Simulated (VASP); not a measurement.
Here is a VASP 6.6.1 calculation.

Contents of POSCAR:

```
GaN
1.0
    0.0000000000      2.1293929825      2.1293929825
    2.1293929825      0.0000000000      2.1293929825
    2.1293929825      2.1293929825      0.0000000000
Ga N
1 1
Direct
    0.0000000000      0.0000000000      0.0000000000
    0.5000000000      0.5000000000      0.5000000000
```

File INCAR.step1:

```
PREC     = Accurate       # precision mode
ENCUT    = 520            # plane-wave cutoff, eV
ISMEAR   = 0              # smearing method
SIGMA    = 0.01           # smearing width, eV
LREAL    = False          # projectors in reciprocal space
LASPH    = True           # aspherical terms in the spheres
NELM     = 60             # most SCF steps
NBANDS   = 16             # bands
GGA      = PE             # functional
ALGO     = Normal         # electronic algorithm
EDIFF    = 1E-4           # SCF threshold, eV
LWAVE    = True           # write WAVECAR
LCHARG   = False          # write CHGCAR
```

File INCAR.step2:

```
PREC     = Accurate       # precision mode
ENCUT    = 520            # plane-wave cutoff, eV
EDIFF    = 1E-7           # SCF threshold, eV
ISMEAR   = 0              # smearing method
SIGMA    = 0.01           # smearing width, eV
LREAL    = False          # projectors in reciprocal space
LASPH    = True           # aspherical terms in the spheres
NELM     = 60             # most SCF steps
ALGO     = Normal         # electronic algorithm
ISIF     = 2              # what is computed and relaxed
LWAVE    = False          # write WAVECAR
LCHARG   = True           # write CHGCAR
METAGGA  = R2SCAN         # meta-GGA
LMIXTAU  = True         
LELF     = True           # ELF
LVHAR    = True         
NBANDS   = 16             # bands
ISTART   = 1
```

The input KPOINTS:

```
Automatic mesh
0
Gamma
  8 8 8
```

Potentials or basis: VASP PAW PBE potentials, release 64 (Ga_d, N).

The run is started by

```bash
$ cat potpaw_PBE.64/Ga_d/POTCAR potpaw_PBE.64/N/POTCAR > POTCAR
$ cp INCAR.step1 INCAR
$ mpirun -np 1 vasp_std > vasp.out
$ cp INCAR.step2 INCAR
$ mpirun -np 1 vasp_std > vasp.out
```

Estimate the pressure.

-5.6 GPa.

What does it give for the band gap on the k mesh?

0.97 eV, indirect (least direct gap 3.02 eV).

Caveat: the PAW data sets were made with another functional, which shifts forces and pressure a little. A k mesh can miss the band edges.
